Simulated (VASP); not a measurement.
# GaP (Cmcm) in VASP: relaxation of cell and atoms with PBEsol

Aim: the relaxation of cell and atoms of GaP with PBEsol.

All numbers are computed with VASP 6.6.1; they aren't measurements. Logs are shortened: lines on timing, memory, paths and dates and some standing lists are left out, and cuts for length are marked.

### Step 1. The cell of the first run

Symmetry: Cmcm, No. 63, orthorhombic system. The conventional cell has a = 4.621 Å, b = 4.927 Å, c = 13.335 Å, α = 90.00°, β = 90.00°, γ = 90.00°. Within 2.9 Å of P (site symmetry m) lie 2 P at 2.17 to 2.77 Å and 6 Ga at 2.33 to 2.58 Å. Within 3.1 Å of P (site symmetry m2m) lie 6 Ga at 2.31 to 2.58 Å and 2 P at 2.77 Å. Within 3.1 Å of Ga (site symmetry m) lie 6 P at 2.33 to 2.56 Å and 2 Ga at 2.61 to 2.64 Å. Within 3.1 Å of Ga (site symmetry m2m) lie 6 P at 2.31 to 2.58 Å and 2 Ga at 2.61 Å.

### Step 2. Relaxation of cell and atoms, PBEsol, target pressure 42.7 GPa, at which the enthalpy is minimised

Contents of INCAR:

```
  ALGO = Normal
  EDIFF = 1E-7
  EDIFFG = -0.05
  ENCUT = 500
  GGA = PS
  GGA_COMPAT = False
  IBRION = 2
  ISIF = 3
  ISMEAR = 0
  LASPH = True
  LCHARG = False
  LREAL = False
  LWAVE = False
  NELM = 120
  NELMIN = 4
  NSW = 80
  PREC = Accurate
  PSTRESS = 427.0
  SIGMA = 0.1
```

Contents of KPOINTS:

```
k-points
0
Gamma
  6 6 2
```

Contents of POSCAR:

```
GaP
1.0
    2.3105000000     -2.4635000000      0.0000000000
    2.3105000000      2.4635000000      0.0000000000
    0.0000000000      0.0000000000     13.3350000000
P Ga
6 6
Direct
    0.6110000000      0.3890000000      0.0703000000
    0.3890000000      0.6110000000      0.9297000000
    0.3890000000      0.6110000000      0.5703000000
    0.6110000000      0.3890000000      0.4297000000
    0.8916000000      0.1084000000      0.2500000000
    0.1084000000      0.8916000000      0.7500000000
    0.8936000000      0.1064000000      0.5909000000
    0.1064000000      0.8936000000      0.4091000000
    0.1064000000      0.8936000000      0.0909000000
    0.8936000000      0.1064000000      0.9091000000
    0.4151000000      0.5849000000      0.2500000000
    0.5849000000      0.4151000000      0.7500000000
```

Potentials or basis: VASP PAW PBE potentials, release 64 (P, Ga_d).

On the command line:

```console
cat potpaw_PBE.64/P/POTCAR potpaw_PBE.64/Ga_d/POTCAR > POTCAR
mpirun -np 1 vasp_std > vasp.out
```

OUTCAR:

```text
EDIFF = 1E-7
   EDIFFG = -0.05
   ENCUT = 500
   GGA = PS
   IBRION = 2
   ISIF = 3
   ISMEAR = 0
   LASPH = True
   LREAL = False
   NELM = 120
   NELMIN = 4
   NSW = 80
   PREC = Accurate
   PSTRESS = 427.0

 ion  position               nearest neighbor table
   1  0.611  0.389  0.070-   2 2.17   9 2.33   9 2.33   9 2.46   9 2.50  10 2.56  11 2.58   5 2.77

   2  0.389  0.611  0.930-   1 2.17  10 2.33  10 2.33  10 2.46  10 2.50   9 2.56  12 2.58   6 2.77

   3  0.389  0.611  0.570-   4 2.17   7 2.33   7 2.33   7 2.46   7 2.50   8 2.56  12 2.58   6 2.77

   4  0.611  0.389  0.430-   3 2.17   8 2.33   8 2.33   8 2.46   8 2.50   7 2.56  11 2.58   5 2.77

   5  0.892  0.108  0.250-  11 2.31  11 2.31  11 2.35   8 2.37   9 2.37  11 2.58   1 2.77   4 2.77

   6  0.108  0.892  0.750-  12 2.31  12 2.31  12 2.35   7 2.37  10 2.37  12 2.58   3 2.77   2 2.77
[... 7 lines left out ...]
  10  0.894  0.106  0.909-   2 2.33   2 2.33   6 2.37   2 2.46   2 2.50   1 2.56  12 2.61   9 2.64

  11  0.415  0.585  0.250-   5 2.31   5 2.31   5 2.35   5 2.58   4 2.58   1 2.58   8 2.61   9 2.61

  12  0.585  0.415  0.750-   6 2.31   6 2.31   6 2.35   6 2.58   2 2.58   3 2.58  10 2.61   7 2.61

  LATTYP: Found a base centered orthorhombic cell.
 ALAT       =     4.6210000000
 B/A-ratio  =     1.0662194330
 C/A-ratio  =     2.8857390175

  Lattice vectors:

 A1 = (   2.3105000000,  -2.4635000000,   0.0000000000)
 A2 = (   2.3105000000,   2.4635000000,   0.0000000000)
 A3 = (   0.0000000000,   0.0000000000,  13.3350000000)

Analysis of symmetry for initial positions (statically):
=====================================================================
 Subroutine PRICEL returns:
 Original cell was already a primitive cell.

 Routine SETGRP: Setting up the symmetry group for a
 base centered orthorhombic supercell.

 Subroutine GETGRP returns: Found  8 space group operations
 (whereof  4 operations were pure point group operations)
 out of a pool of  8 trial point group operations.

The static configuration has the point symmetry C_2h.
 The point group associated with its full space group is D_2h.

Analysis of symmetry for dynamics (positions and initial velocities):
=====================================================================
 Subroutine PRICEL returns:
 Original cell was already a primitive cell.

 Routine SETGRP: Setting up the symmetry group for a
 base centered orthorhombic supercell.

 Subroutine GETGRP returns: Found  8 space group operations
 (whereof  4 operations were pure point group operations)
 out of a pool of  8 trial point group operations.

The dynamic configuration has the point symmetry C_2h.
 The point group associated with its full space group is D_2h.

 Subroutine INISYM returns: Found  8 space group operations
 (whereof  4 operations are pure point group operations),
 and found     1 'primitive' translations

----------------------------------------------------------------------------------------

                                     Primitive cell

  volume of cell :     151.8034

  direct lattice vectors                    reciprocal lattice vectors
     2.310500000 -2.463500000  0.000000000     0.216403376 -0.202963264  0.000000000
     2.310500000  2.463500000  0.000000000     0.216403376  0.202963264  0.000000000
     0.000000000  0.000000000 13.335000000     0.000000000  0.000000000  0.074990626

  length of vectors
     3.377460955  3.377460955 13.335000000     0.296689244  0.296689244  0.074990626

  position of ions in fractional coordinates (direct lattice)
     0.611000000  0.389000000  0.070300000
     0.389000000  0.611000000  0.929700000
     0.389000000  0.611000000  0.570300000
     0.611000000  0.389000000  0.429700000
     0.891600000  0.108400000  0.250000000
     0.108400000  0.891600000  0.750000000
     0.893600000  0.106400000  0.590900000
     0.106400000  0.893600000  0.409100000
     0.106400000  0.893600000  0.090900000
     0.893600000  0.106400000  0.909100000
     0.415100000  0.584900000  0.250000000
     0.584900000  0.415100000  0.750000000

  ion indices of the primitive-cell ions
   primitive index   ion index
                 1           1
                 2           2
                 3           3
                 4           4
                 5           5
                 6           6
                 7           7
                 8           8
                 9           9
                10          10
                11          11
                12          12

----------------------------------------------------------------------------------------

 KPOINTS: k-points

Automatic generation of k-mesh.
 Grid dimensions read from file:
 generate k-points for:    6    6    2

 Generating k-lattice:

  Cartesian coordinates                     Fractional coordinates (reciprocal lattice)
     0.036067229 -0.033827211  0.000000000     0.166666667 -0.000000000  0.000000000
     0.036067229  0.033827211  0.000000000    -0.000000000  0.166666667  0.000000000
     0.000000000  0.000000000  0.037495313     0.000000000  0.000000000  0.500000000

  Length of vectors
     0.049448207  0.049448207  0.037495313

  Shift w.r.t. Gamma in fractional coordinates (k-lattice)
     0.000000000  0.000000000  0.000000000

 Subroutine IBZKPT returns following result:
 ===========================================

 Found     26 irreducible k-points:

 Following reciprocal coordinates:
            Coordinates               Weight
  0.000000  0.000000  0.000000      1.000000
  0.166667 -0.000000  0.000000      4.000000
  0.333333  0.000000  0.000000      4.000000
  0.500000  0.000000  0.000000      2.000000
  0.166667  0.166667  0.000000      2.000000
  0.333333  0.166667  0.000000      4.000000
[... 16 lines left out ...]
  0.333333  0.333333  0.500000      2.000000
  0.500000  0.333333  0.500000      4.000000
 [... further k-points ...]
   k-points           NKPTS =     26   k-points in BZ     NKDIM =     26   number of bands    NBANDS=     64
   number of dos      NEDOS =    301   number of ions     NIONS =     12
   total plane-waves  NPLWV =  76832
   dimension x,y,z NGX =    28 NGY =   28 NGZ =   98
   dimension x,y,z NGXF=    56 NGYF=   56 NGZF=  196
   ions per type =               6   6
   NGX,Y,Z   is equivalent  to a cutoff of  13.78, 13.78, 12.22 a.u.
   NGXF,Y,Z  is equivalent  to a cutoff of  27.56, 27.56, 24.44 a.u.
 SYSTEM =  unknown system
   PREC   = accura    normal or accurate (medium, high low for compatibility)
   ISTART =      0    job   : 0-new  1-cont  2-samecut
   ICHARG =      2    charge: 1-file 2-atom 10-const
   ISPIN  =      1    spin polarized calculation?
   LNONCOLLINEAR =      F non collinear calculations
   LSORBIT =      F    spin-orbit coupling
   LASPH  =      T    aspherical Exc in radial PAW
   ENCUT  =  500.0 eV  36.75 Ry    6.06 a.u.   6.16  6.16 24.31*2*pi/ulx,y,z
   NELM   =    120;   NELMIN=  4; NELMDL= -5     # of ELM steps
   EDIFF  = 0.1E-06   stopping-criterion for ELM
   LREAL  =      F    real-space projection
   EDIFFG = -.5E-01   stopping-criterion for IOM
   NSW    =     80    number of steps for IOM
   IBRION =      2    ionic relax: 0-MD 1-quasi-New 2-CG
   NFREE  =      1    steps in history (QN), initial steepest desc. (CG)
   ISIF   =      3    stress and relaxation
   ISYM   =      2    0-nonsym 1-usesym 2-fastsym
   POTIM  = 0.5000    time-step for ionic-motion
   TEBEG  =    0.0;   TEEND  =   0.0 temperature during run
   PSTRESS=  427.0 pullay stress
   NELECT =     108.0000    total number of electrons
   NUPDOWN=      -1.0000    fix difference up-down
   EMIN   =  10.00;   EMAX   =-10.00  energy-range for DOS
   EFERMI =   0.00;   METHOD = LEGACY
   ISMEAR =     0;   SIGMA  =   0.10  broadening in eV -4-tet -1-fermi 0-gaus
   EFERMI_NEDOS =   21; number of points for ismear=-14 and -15
   IALGO  =     38    algorithm
   IMIX   =      4    mixing-type and parameters
     AMIX     =   0.40;   BMIX     =  1.00
     AMIX_MAG =   1.60;   BMIX_MAG =  1.00
  volume/ion in A,a.u.               =      12.65        85.37
  Fermi-wavevector in a.u.,A,eV,Ry     =   1.461467  2.761771 29.060475  2.135885
  Thomas-Fermi vector in A             =   2.577795
   LORBIT       =      0    0 simple, 1 ext, 2 COOP (PROOUT), +10 PAW based schemes
   GGA     = PS    functional components
   LHFCALC =     F    Hartree Fock is set to
   AEXX    =    0.0000 exact exchange contribution
   IVDW    =     0    specifies the selected vdW correction
   LEPSILON=     F    determine dielectric tensor
   LRPA    =     F    only Hartree local field effects (RPA)
 conjugate gradient relaxation of ions
 non-spin polarized calculation
 Gauss-broadening in eV      SIGMA  =   0.10
  energy-cutoff  :      500.00
  volume of cell :      151.80
 maximum number of plane-waves:      3874
 NGX is ok and might be reduce to    28
   NGX = 13   NGY = 13   NGZ = 49

--------------------------------------- Ionic step        1  -------------------------------------------

 number of electron     108.0000055 magnetization

 Free energy of the ion-electron system (eV)
  ---------------------------------------------------
  ext. energy  EPLUGINS =         0.00000000
  ---------------------------------------------------
  free energy    TOTEN  =       -51.20515779 eV

  energy without entropy =      -51.18015013  energy(sigma->0) =      -51.19265396

------------------------ aborting loop because EDIFF is reached ----------------------------------------

  FORCE on cell =-STRESS in cart. coord.  units (eV):
  Direction    XX          YY          ZZ          XY          YZ          ZX
  --------------------------------------------------------------------------------------
  -------------------------------------------------------------------------------------
  Total       37.2130271     34.4570768     36.7989847      0.0000000      0.0000000      0.0000000
  in kB      392.7570837    363.6699845    388.3871599      0.0000000      0.0000000      0.0000000
  external PRESSURE =     -45.3952573 kB  Pullay stress =     427.0000000 kB
[... 273 lines left out ...]
  enthalpy is  TOTEN    =       -10.8212004767 eV   P V=       39.6972280237

--------------------------------------- Ionic step        7  -------------------------------------------

 number of electron     108.0000067 magnetization

 Free energy of the ion-electron system (eV)
  ---------------------------------------------------
  ext. energy  EPLUGINS =         0.00000000
  ---------------------------------------------------
  free energy    TOTEN  =       -50.52261232 eV

  energy without entropy =      -50.50322202  energy(sigma->0) =      -50.51291717

 E-fermi :  11.1812     XC(G=0): -12.7522

 val. band max:       11.1144734886   @ k =   0.3333   0.3333   0.5000
 cond. band min:      11.1987329098   @ k =   0.5000   0.1667   0.5000
 fundamental gap:      0.0842594211
 Fermi energy:        11.1812015647

 k-point     1 :       0.0000    0.0000    0.0000
  band No.  band energies     occupation
      1      -5.8745      2.00000
      2      -5.4199      2.00000
      3      -5.0062      2.00000
      4      -4.8682      2.00000
      5      -4.7523      2.00000
      6      -4.7220      2.00000
[... 1597 lines left out ...]
     63      15.7242      0.00000
     64      15.7242      0.00000

 [... further k-points ...]

------------------------ aborting loop because EDIFF is reached ----------------------------------------

  FORCE on cell =-STRESS in cart. coord.  units (eV):
  Direction    XX          YY          ZZ          XY          YZ          ZX
  --------------------------------------------------------------------------------------
  -------------------------------------------------------------------------------------
  Total       39.6645913     39.6520019     39.2510523      0.0000000      0.0000000      0.0000000
  in kB      426.6237677    426.4883579    422.1758307      0.0000000      0.0000000      0.0000000
  external PRESSURE =      -1.9040146 kB  Pullay stress =     427.0000000 kB
[... 27 lines left out ...]
  FREE ENERGIE OF THE ION-ELECTRON SYSTEM (eV)
  ---------------------------------------------------
  free  energy   TOTEN  =       -50.5226123168 eV

  energy  without entropy=      -50.5032220169  energy(sigma->0) =      -50.51291717

  enthalpy is  TOTEN    =       -10.8230414400 eV   P V=       39.6995708768

 reached required accuracy - stopping structural energy minimisation
```

Run time: 30 min. Hardware: 1 thread of Intel Xeon Platinum 8259CL at 2.50GHz (Skylake/Cascade Lake), shared host; peak memory 0.36 GiB.

What came out:

- Free energy: -50.5226 eV
- Relaxed volume: 12.41 Å³/atom
- Relaxed cell: a = 3.351 Å, b = 3.351 Å, c = 13.280 Å, α = 90.00°, β = 90.00°, γ = 92.82°
- Space group after relaxing (to 0.1 Å): Cmcm (No. 63)
- Energy change on relaxing (the run minimises the enthalpy): +56.9 meV/atom
- Ionic steps: 7
- Pressure after relaxing: 42.5 GPa
- Largest force after relaxing: 0.036 eV/Å
- Band gap on the k mesh: zero (bands 54 and 55 overlap by 4.43 eV)

Forces on the atoms (eV/Å):
```
P    0.000 -0.011  0.003
P    0.000  0.011 -0.003
P    0.000  0.011  0.003
P    0.000 -0.011 -0.003
P    0.000  0.024  0.000
P    0.000 -0.024  0.000
Ga   0.000 -0.010 -0.021
Ga   0.000  0.010  0.021
Ga   0.000  0.010 -0.021
Ga   0.000 -0.010  0.021
Ga   0.000  0.036  0.000
Ga   0.000 -0.036  0.000
```

The path:
| step | energy change (eV) | largest force (eV/Å) | pressure (GPa) | volume (Å³) |
| --- | --- | --- | --- | --- |
| 1 | 0.0000 | 0.3777 | 38.16 | 151.80 |
| 2 | 2.1405 | 0.2209 | 52.37 | 144.06 |
| 3 | 0.7726 | 0.3033 | 43.39 | 148.70 |
| 4 | 0.6944 | 0.1216 | 42.73 | 148.93 |
| 5 | 0.6909 | 0.1247 | 42.69 | 148.94 |
| 6 | 0.6867 | 0.0881 | 42.61 | 148.95 |
| 7 | 0.6825 | 0.0365 | 42.51 | 148.96 |

Final structure:
```
CELL_PARAMETERS angstrom
2.31051 -2.42731 0.00000
2.31051 2.42731 0.00000
0.00000 0.00000 13.28024
ATOMIC_POSITIONS crystal
P 0.61191 0.38809 0.07222
P 0.38809 0.61191 0.92778
P 0.38809 0.61191 0.57222
P 0.61191 0.38809 0.42778
P 0.89020 0.10980 0.25000
P 0.10980 0.89020 0.75000
Ga 0.89150 0.10850 0.59066
Ga 0.10850 0.89150 0.40934
Ga 0.10850 0.89150 0.09066
Ga 0.89150 0.10850 0.90934
Ga 0.41171 0.58829 0.25000
Ga 0.58829 0.41171 0.75000
```

Caveat: the cell is relaxed towards a set pressure, so the run minimises the enthalpy, not the energy; the PAW data sets were made with another functional, which shifts forces and pressure a little; the relaxation stopped at a loose force limit of 0.05 eV/Å, so its end isn't a converged minimum.
